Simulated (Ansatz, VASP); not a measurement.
One calculation of HfO2, two programs

The input INCAR:

```
  PREC = Accurate
  ENCUT = 520
  EDIFF = 1E-6
  ISMEAR = -1
  SIGMA = 0.05
  LREAL = F
  LASPH = T
  NELM = 80
  ALGO = Normal
  ISIF = 2
  LWAVE = F
  LCHARG = F
  NBANDS = 18
```

KPOINTS

```
Automatic mesh
0
Gamma
  9 9 9
```

The input POSCAR:

```
HfO2
1.0
    0.0000000000      2.5575000000      2.5575000000
    2.5575000000      0.0000000000      2.5575000000
    2.5575000000      2.5575000000      0.0000000000
Hf O
1 2
Direct
    0.0000000000      0.0000000000      0.0000000000
    0.7500000000      0.7500000000      0.7500000000
    0.2500000000      0.2500000000      0.2500000000
```

File input.yaml:

```yaml
crystal:
  lattice:
    - [0.0, 2.5575, 2.5575]
    - [2.5575, 0.0, 2.5575]
    - [2.5575, 2.5575, 0.0]
  atoms:
    - { symbol: Hf, position: [0.0, 0.0, 0.0] }
    - { symbol: O, position: [0.75, 0.75, 0.75] }
    - { symbol: O, position: [0.25, 0.25, 0.25] }
kpoints:
  mp_grid: { grid: [9, 9, 9] }
  band_path:
    path:
      - [0.0, 0.0, 0.0]
      - [0.5, 0.0, 0.5]
      - [0.5, 0.25, 0.75]
      - [0.375, 0.375, 0.75]
      - [0.0, 0.0, 0.0]
      - [0.5, 0.5, 0.5]
      - [0.625, 0.25, 0.625]
      - [0.5, 0.25, 0.75]
    npoints: 6
scf:
  occupations: { method: fermi_dirac, width: 0.05 }
hamiltonian:
  xc: lda
  pseudopotentials: { kind: all_electron, lapw: { basis_error: 0.002 } }
output:
  forces: true
  stress: true
  eigenvalues: true
```

Alike in both runs: functional LDA; k mesh 9 × 9 × 9; occupations fermi-dirac, width 0.05 eV; no spin polarisation.

|  | VASP | Ansatz |
| --- | --- | --- |
| version | VASP 6.6.1 | Ansatz 0.2.0 |
| potentials or method | VASP PAW LDA potentials, release 64 (Hf_pv, O), cutoff 520 eV | all-electron LAPW, scalar-relativistic |
| task | single point | band structure |

```tsv
	VASP	Ansatz	Ansatz less VASP
gap on the k mesh at the Fermi level (eV)	3.63	3.61	-0.024
least direct gap on the mesh (eV)	3.75	3.73	-0.022
pressure (GPa)	-19.3	-16.5	+2.86
```

LDA's correlation is that of Perdew and Zunger in VASP and of Perdew and Wang (1992) in Ansatz. Ansatz ran all-electron here, and VASP with PAW potentials.

Neither program's run includes spin-orbit coupling.
